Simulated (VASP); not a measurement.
Write the native input for VASP 6.6.1 that does the following.

```
Task                            : G0W0 quasiparticle levels
Functional                      : PBEsol
Potentials or basis             : VASP PAW PBE potentials, release 64 (Be_GW, Te_GW)
Cutoff                          : 500 eV
k mesh                          : 4 × 4 × 4
Occupations                     : gaussian, width 0.01 eV
Spin                            : no spin polarisation
Dipole correction               : no
GW scheme                       : G0W0
GW iterations                   : 1
Cutoff of the response function : 100
Frequency points                : 48
Empty bands                     : 99
Further INCAR settings          : ALGO = EVGW0; EDIFF = 1e-08; NBANDS = 103
```

Crystal: BeTe.

```
CELL_PARAMETERS angstrom
0.00000 2.80255 2.80255
2.80255 0.00000 2.80255
2.80255 2.80255 0.00000
ATOMIC_POSITIONS crystal
Be 0.00000 0.00000 0.00000
Te 0.25000 0.25000 0.25000
```

These files were run (other wordings do the same):

POSCAR

```
BeTe
1.0
    0.0000000000      2.8025474673      2.8025474673
    2.8025474673      0.0000000000      2.8025474673
    2.8025474673      2.8025474673      0.0000000000
Be Te
1 1
Direct
    0.0000000000      0.0000000000      0.0000000000
    0.2500000000      0.2500000000      0.2500000000
```

INCAR.step1

```
SYSTEM = BeTe
PREC = Accurate
ENCUT = 500
EDIFF = 1E-8
ISMEAR = 0
SIGMA = 0.01
LREAL = .FALSE.
LASPH = .TRUE.
NELM = 100
ALGO = Normal
LWAVE = .TRUE.
LCHARG = .FALSE.
GGA = PS
```

INCAR.step2

```
SYSTEM = BeTe
PREC = Accurate
ENCUT = 500
EDIFF = 1E-8
ISMEAR = 0
SIGMA = 0.01
LREAL = .FALSE.
LASPH = .TRUE.
NELM = 1
ALGO = Exact
LWAVE = .TRUE.
LCHARG = .FALSE.
GGA = PS
NBANDS = 103
LOPTICS = .TRUE.
ISTART = 1
```

INCAR.step3

```
SYSTEM = BeTe
PREC = Accurate
ENCUT = 500
EDIFF = 1E-8
ISMEAR = 0
SIGMA = 0.01
LREAL = .FALSE.
LASPH = .TRUE.
ALGO = EVGW0
LWAVE = .FALSE.
LCHARG = .FALSE.
GGA = PS
NELMGW = 1
NBANDS = 103
ENCUTGW = 100.0
NOMEGA = 48
PRECFOCK = Fast
ISTART = 1
NBANDSGW = 12
```

KPOINTS

```
Automatic mesh
0
G
  4 4 4
  0 0 0
```

Potentials or basis: VASP PAW PBE potentials, release 64 (Be_GW, Te_GW).

Run with:

```console
$ cat potpaw_PBE.64/Be_GW/POTCAR potpaw_PBE.64/Te_GW/POTCAR > POTCAR
$ cp INCAR.step1 INCAR
$ mpirun -np 1 vasp_std > vasp.out
$ cp INCAR.step2 INCAR
$ mpirun -np 1 vasp_std > vasp.out
$ cp INCAR.step3 INCAR
$ mpirun -np 1 vasp_std > vasp.out
```

It gave:

```yaml
Quasiparticle_gap: 2.60 eV
Least_direct_quasiparticle_gap: 4.51 eV
Band_gap_of_the_starting_levels_on_the_mesh: 1.81 eV
Least_direct_gap_of_the_starting_levels_on_the_mesh: 3.58 eV
```

Caveat: the k points lie up to 0.49 Å⁻¹ apart; bands, screening cutoff and mesh are small and nothing is extrapolated, so the quasiparticle values aren't converged; spin-orbit coupling is left out, which moves the levels of the heavy elements.

Wall time 2.3 min on 1 thread of Intel Xeon 8259CL, with other jobs on the host, peak memory 0.39 GiB.
